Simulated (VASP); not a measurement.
# Nb (Pm-3m) in VASP: further runs, part 2 of 2

VASP 6.6.1.

## 4. Relaxation of cell and atoms, LDA

This run uses another cell than the first one, of 20.35 Å³/atom, 1.087 times its volume.

INCAR reads:

```
PREC     = Accurate       # precision mode
ENCUT    = 500            # plane-wave cutoff, eV
EDIFF    = 1E-7           # SCF threshold, eV
ISMEAR   = -1             # smearing method
SIGMA    = 0.1            # smearing width, eV
LREAL    = False          # projectors in reciprocal space
LASPH    = True           # aspherical terms in the spheres
NELM     = 120            # most SCF steps
ALGO     = Normal         # electronic algorithm
ISIF     = 3              # what is computed and relaxed
LWAVE    = False          # write WAVECAR
LCHARG   = False          # write CHGCAR
IBRION   = 2              # ionic algorithm
NSW      = 80             # ionic steps
EDIFFG   = -0.02          # ionic threshold
GGA_COMPAT= False        
NELMIN   = 4
```

KPOINTS reads:

```
Automatic mesh
0
Gamma
  9 9 9
```

POSCAR reads:

```
Nb
1.0
    2.7300000000      0.0000000000      0.0000000000
    0.0000000000      2.7300000000      0.0000000000
    0.0000000000      0.0000000000      2.7300000000
Nb
1
Direct
    0.0000000000      0.0000000000      0.0000000000
```

Potentials or basis: VASP PAW LDA potentials, release 64 (Nb_sv).

Run with:

```console
$ cat potpaw_LDA.64/Nb_sv/POTCAR > POTCAR
$ mpirun -np 1 vasp_std > vasp.out
```

OUTCAR:

```text
PREC = Accurate
   ENCUT = 500
   EDIFF = 1E-7
   ISMEAR = -1
   LREAL = False
   LASPH = True
   NELM = 120
   ISIF = 3
   IBRION = 2
   NSW = 80
   EDIFFG = -0.02
   NELMIN = 4

 ion  position               nearest neighbor table
   1  0.000  0.000  0.000-

  LATTYP: Found a simple cubic cell.
 ALAT       =     2.7300000000

  Lattice vectors:

 A1 = (   2.7300000000,   0.0000000000,   0.0000000000)
 A2 = (   0.0000000000,   2.7300000000,   0.0000000000)
 A3 = (   0.0000000000,   0.0000000000,   2.7300000000)

Analysis of symmetry for initial positions (statically):
=====================================================================
 Subroutine PRICEL returns:
 Original cell was already a primitive cell.

 Routine SETGRP: Setting up the symmetry group for a
 simple cubic supercell.

 Subroutine GETGRP returns: Found 48 space group operations
 (whereof 48 operations were pure point group operations)
 out of a pool of 48 trial point group operations.

The static configuration has the point symmetry O_h .

Analysis of symmetry for dynamics (positions and initial velocities):
=====================================================================
 Subroutine PRICEL returns:
 Original cell was already a primitive cell.

 Routine SETGRP: Setting up the symmetry group for a
 simple cubic supercell.

 Subroutine GETGRP returns: Found 48 space group operations
 (whereof 48 operations were pure point group operations)
 out of a pool of 48 trial point group operations.

The dynamic configuration has the point symmetry O_h .

 Subroutine INISYM returns: Found 48 space group operations
 (whereof 48 operations are pure point group operations),
 and found     1 'primitive' translations

----------------------------------------------------------------------------------------

                                     Primitive cell

  volume of cell :      20.3464

  direct lattice vectors                    reciprocal lattice vectors
     2.730000000  0.000000000  0.000000000     0.366300366  0.000000000  0.000000000
     0.000000000  2.730000000  0.000000000     0.000000000  0.366300366  0.000000000
     0.000000000  0.000000000  2.730000000     0.000000000  0.000000000  0.366300366

  length of vectors
     2.730000000  2.730000000  2.730000000     0.366300366  0.366300366  0.366300366

  position of ions in fractional coordinates (direct lattice)
     0.000000000  0.000000000  0.000000000

  ion indices of the primitive-cell ions
   primitive index   ion index
                 1           1

----------------------------------------------------------------------------------------

 KPOINTS: Automatic mesh

Automatic generation of k-mesh.
 Grid dimensions read from file:
 generate k-points for:    9    9    9

 Generating k-lattice:

  Cartesian coordinates                     Fractional coordinates (reciprocal lattice)
     0.040700041  0.000000000  0.000000000     0.111111111  0.000000000  0.000000000
     0.000000000  0.040700041  0.000000000     0.000000000  0.111111111  0.000000000
     0.000000000  0.000000000  0.040700041     0.000000000  0.000000000  0.111111111

  Length of vectors
     0.040700041  0.040700041  0.040700041

  Shift w.r.t. Gamma in fractional coordinates (k-lattice)
     0.000000000  0.000000000  0.000000000

 Subroutine IBZKPT returns following result:
 ===========================================

 Found     35 irreducible k-points:

 Following reciprocal coordinates:
            Coordinates               Weight
  0.000000  0.000000  0.000000      1.000000
  0.111111  0.000000  0.000000      6.000000
  0.222222  0.000000  0.000000      6.000000
  0.333333  0.000000  0.000000      6.000000
  0.444444  0.000000  0.000000      6.000000
  0.111111  0.111111  0.000000     12.000000
[... 16 lines left out ...]
  0.333333  0.333333  0.111111     24.000000
  0.444444  0.333333  0.111111     48.000000
 [... further k-points ...]
   k-points           NKPTS =     35   k-points in BZ     NKDIM =     35   number of bands    NBANDS=     10
   number of dos      NEDOS =    301   number of ions     NIONS =      1
   total plane-waves  NPLWV =   8000
   dimension x,y,z NGX =    20 NGY =   20 NGZ =   20
   dimension x,y,z NGXF=    40 NGYF=   40 NGZF=   40
   ions per type =               1
   NGX,Y,Z   is equivalent  to a cutoff of  12.18, 12.18, 12.18 a.u.
   NGXF,Y,Z  is equivalent  to a cutoff of  24.36, 24.36, 24.36 a.u.
 SYSTEM =  unknown system
   PREC   = accura    normal or accurate (medium, high low for compatibility)
   ISTART =      0    job   : 0-new  1-cont  2-samecut
   ICHARG =      2    charge: 1-file 2-atom 10-const
   ISPIN  =      1    spin polarized calculation?
   LNONCOLLINEAR =      F non collinear calculations
   LSORBIT =      F    spin-orbit coupling
   LASPH  =      T    aspherical Exc in radial PAW
   ENCUT  =  500.0 eV  36.75 Ry    6.06 a.u.   4.98  4.98  4.98*2*pi/ulx,y,z
   NELM   =    120;   NELMIN=  4; NELMDL= -5     # of ELM steps
   EDIFF  = 0.1E-06   stopping-criterion for ELM
   LREAL  =      F    real-space projection
   EDIFFG = -.2E-01   stopping-criterion for IOM
   NSW    =     80    number of steps for IOM
   IBRION =      2    ionic relax: 0-MD 1-quasi-New 2-CG
   NFREE  =      1    steps in history (QN), initial steepest desc. (CG)
   ISIF   =      3    stress and relaxation
   ISYM   =      2    0-nonsym 1-usesym 2-fastsym
   POTIM  = 0.5000    time-step for ionic-motion
   TEBEG  =    0.0;   TEEND  =   0.0 temperature during run
   PSTRESS=    0.0 pullay stress
   NELECT =      13.0000    total number of electrons
   NUPDOWN=      -1.0000    fix difference up-down
   EMIN   =  10.00;   EMAX   =-10.00  energy-range for DOS
   EFERMI =   0.00;   METHOD = LEGACY
   ISMEAR =    -1;   SIGMA  =   0.10  broadening in eV -4-tet -1-fermi 0-gaus
   EFERMI_NEDOS =   21; number of points for ismear=-14 and -15
   IALGO  =     38    algorithm
   IMIX   =      4    mixing-type and parameters
     AMIX     =   0.40;   BMIX     =  1.00
     AMIX_MAG =   1.60;   BMIX_MAG =  1.00
  volume/ion in A,a.u.               =      20.35       137.30
  Fermi-wavevector in a.u.,A,eV,Ry     =   1.410024  2.664560 27.050680  1.988169
  Thomas-Fermi vector in A             =   2.532020
   LORBIT       =      0    0 simple, 1 ext, 2 COOP (PROOUT), +10 PAW based schemes
   GGA     = CA    functional components
   LHFCALC =     F    Hartree Fock is set to
   AEXX    =    0.0000 exact exchange contribution
   IVDW    =     0    specifies the selected vdW correction
   LEPSILON=     F    determine dielectric tensor
   LRPA    =     F    only Hartree local field effects (RPA)
 conjugate gradient relaxation of ions
 non-spin polarized calculation
  energy-cutoff  :      500.00
  volume of cell :       20.35
 maximum number of plane-waves:       528
 NGX is ok and might be reduce to    20
   NGX =  9   NGY =  9   NGZ =  9

--------------------------------------- Ionic step        1  -------------------------------------------

 number of electron      12.9999998 magnetization

 Free energy of the ion-electron system (eV)
  ---------------------------------------------------
  ext. energy  EPLUGINS =         0.00000000
  ---------------------------------------------------
  free energy    TOTEN  =       -10.20276068 eV

  energy without entropy =      -10.15870697  energy(sigma->0) =      -10.18073383

 E-fermi :   9.4658     XC(G=0): -11.9801

 val. band max:        9.4503135450   @ k =   0.3333   0.0000   0.0000
 cond. band min:       9.4960726670   @ k =   0.4444   0.2222   0.2222
 fundamental gap:      0.0457591220
 Fermi energy:         9.4657660357

 k-point     1 :       0.0000    0.0000    0.0000
  band No.  band energies     occupation
      1     -44.9398      2.00000
      2     -20.4023      2.00000
      3     -20.4023      2.00000
      4     -20.4022      2.00000
      5       3.8989      2.00000
      6       6.7047      2.00000
      7       6.7047      2.00000
      8      14.4364      0.00000
      9      14.4364      0.00000
     10      14.4364      0.00000
[... 401 lines left out ...]
  energy  without entropy=      -10.2258802215  energy(sigma->0) =      -10.24279883

--------------------------------------- Ionic step        4  -------------------------------------------

 number of electron      13.0000002 magnetization

 Free energy of the ion-electron system (eV)
  ---------------------------------------------------
  ext. energy  EPLUGINS =         0.00000000
  ---------------------------------------------------
  free energy    TOTEN  =       -10.25976413 eV

  energy without entropy =      -10.22619389  energy(sigma->0) =      -10.24297901

 E-fermi :  10.5965     XC(G=0): -12.3977

 val. band max:       10.4805003381   @ k =   0.4444   0.3333   0.2222
 cond. band min:      10.6614841019   @ k =   0.3333   0.3333   0.2222
 fundamental gap:      0.1809837637
 Fermi energy:        10.5964524512

 k-point     1 :       0.0000    0.0000    0.0000
  band No.  band energies     occupation
      1     -43.8071      2.00000
      2     -19.0753      2.00000
      3     -19.0753      2.00000
      4     -19.0753      2.00000
      5       4.8318      2.00000
      6       7.4805      2.00000
      7       7.4805      2.00000
      8      16.0748      0.00000
      9      16.0748      0.00000
     10      16.0748      0.00000
[... 327 lines left out ...]
  FREE ENERGIE OF THE ION-ELECTRON SYSTEM (eV)
  ---------------------------------------------------
  free  energy   TOTEN  =       -10.2597641266 eV

  energy  without entropy=      -10.2261938917  energy(sigma->0) =      -10.24297901

 reached required accuracy - stopping structural energy minimisation
```

Wall time 30 s (1 thread of Intel Xeon 8259CL, shared host); peak memory 0.12 GiB.

What came out:

```
Free energy                            : -10.2598 eV
Relaxed volume                         : 18.72 Å³/atom
Relaxed cell                           : a = 2.655 Å, b = 2.655 Å, c = 2.655 Å, α = 90.00°, β = 90.00°, γ = 90.00°
Space group after relaxing (to 0.05 Å) : Pm-3m (No. 221)
Energy gained by relaxing              : 57.0 meV/atom
Ionic steps                            : 4
Pressure after relaxing                : 0.0 GPa
```

Step by step:
| step | energy change (eV) | largest force (eV/Å) | pressure (GPa) | volume (Å³) |
| --- | --- | --- | --- | --- |
| 1 | 0.0000 | 0.0000 | -10.44 | 20.35 |
| 2 | 0.0662 | 0.0000 | 21.46 | 16.69 |
| 3 | -0.0570 | 0.0000 | -0.36 | 18.76 |
| 4 | -0.0570 | 0.0000 | -0.03 | 18.72 |

Final structure:
```
CELL_PARAMETERS angstrom
2.65524 0.00000 0.00000
0.00000 2.65524 0.00000
0.00000 0.00000 2.65524
ATOMIC_POSITIONS crystal
Nb 0.00000 0.00000 0.00000
```

Levels at points of the mesh, in eV from the Fermi level:
| k point | band 4 | band 5 | band 6 | band 7 | band 8 | band 9 | band 10 |
| --- | --- | --- | --- | --- | --- | --- | --- |
| (0.00, 0.00, 0.00) | -29.67 | -5.76 | -3.12 | -3.12 | 5.48 | 5.48 | 5.48 |

## 5. Overview

| task | cell | gap on the mesh (eV) | pressure (GPa) |
| --- | --- | --- | --- |
| single point | a = 2.655 Å, 1 atom | none | -0.1 |
| single point | a = 2.673 Å, 1 atom | none | -2.9 |
| relaxation of cell and atoms | relaxed from a = 2.730 Å, 1 atom | none | 0.0 |

Alike in all rows: level LDA; potentials or basis VASP PAW LDA potentials, release 64 (Nb_sv); no spin polarisation; k mesh 9 × 9 × 9; cutoff (eV) 500; smearing fermi-dirac 0.1 eV.

Absolute energies hang on the potentials; compare differences alone.
